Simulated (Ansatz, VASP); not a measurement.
**MgO: VASP beside Ansatz**

```
Mg O
1.0
     0.00000    2.30616    2.30616
     2.30616    0.00000    2.30616
     2.30616    2.30616    0.00000
Mg O
1 1
Direct
  0.50000 0.50000 0.50000
  0.75000 0.75000 0.75000
```

Alike in both runs: task relaxation of cell and atoms; functional RPBE; dispersion D3(BJ); k mesh 10 × 10 × 10; occupations fermi-dirac, width 0.05 eV; no spin polarisation.

|  | VASP | Ansatz |
| --- | --- | --- |
| version | VASP 6.6.1 | Ansatz 0.2.0 |
| potentials or method | VASP PAW PBE potentials, release 64 (Mg, O) | Ansatz PAW |
| plane-wave cutoff (eV) | 600 | 420 |
| valence electrons in the cell | 8 | 16 |

|  | VASP | Ansatz | Ansatz less VASP |
| --- | --- | --- | --- |
| gap on the k mesh at the Fermi level, each at its own relaxed structure (eV) | 4.26 | 4.23 | -0.027 |
| relaxed volume (Å³/atom) | 10.94 | 11.01 | +0.073 |
| relaxed cell length with the largest relative difference (Å) | 3.139 | 3.146 | +0.0070 |

VASP's potentials were made for PBE, not for RPBE. VASP's potentials hold 8 valence electrons a cell and Ansatz's 16, so a difference there can come from the potentials and not from the codes.

Noted on Ansatz's run: the plane-wave basis is chosen anew once the cell has moved, so the energies of steps on either side of that aren't comparable.
